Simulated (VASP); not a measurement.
A run of VASP 6.6.1 is set up as follows.

The input POSCAR:

```
W
1.0
    0.0000000000      2.0698140295      2.0698140295
    2.0698140295      0.0000000000      2.0698140295
    2.0698140295      2.0698140295      0.0000000000
W
1
Direct
    0.0000000000      0.0000000000      0.0000000000
```

Contents of INCAR.step1:

```
  PREC = Accurate
  ENCUT = 520
  ISMEAR = -1
  SIGMA = 0.1
  LREAL = False
  LASPH = True
  NELM = 100
  NBANDS = 13
  GGA = PE
  ALGO = Normal
  EDIFF = 1E-4
  LWAVE = True
  LCHARG = False
```

File INCAR.step2:

```
  PREC = Accurate
  ENCUT = 520
  EDIFF = 1E-7
  ISMEAR = -1
  SIGMA = 0.1
  LREAL = False
  LASPH = True
  NELM = 100
  ALGO = Normal
  ISIF = 2
  LWAVE = False
  LCHARG = True
  METAGGA = R2SCAN
  LMIXTAU = True
  LELF = True
  LVHAR = True
  NBANDS = 13
  ISTART = 1
```

Contents of KPOINTS:

```
regular mesh
0
Gamma
  12 12 12
```

Potentials or basis: VASP PAW PBE potentials, release 64 (W_sv).

Launch:

```sh
$ cat potpaw_PBE.64/W_sv/POTCAR > POTCAR
$ cp INCAR.step1 INCAR
$ mpirun -np 1 vasp_std > vasp.out
$ cp INCAR.step2 INCAR
$ mpirun -np 1 vasp_std > vasp.out
```

Task: Predict the pressure.

Result: -21.8 GPa.

Task: Predict the band gap on the k mesh.

Result: Zero (band 7 reaches 11.91 eV, above the bottom of band 8 at 8.81 eV).

Caveat: the PAW data sets were made with another functional, which shifts forces and pressure a little; spin-orbit coupling is left out, which moves the levels of the heavy elements.
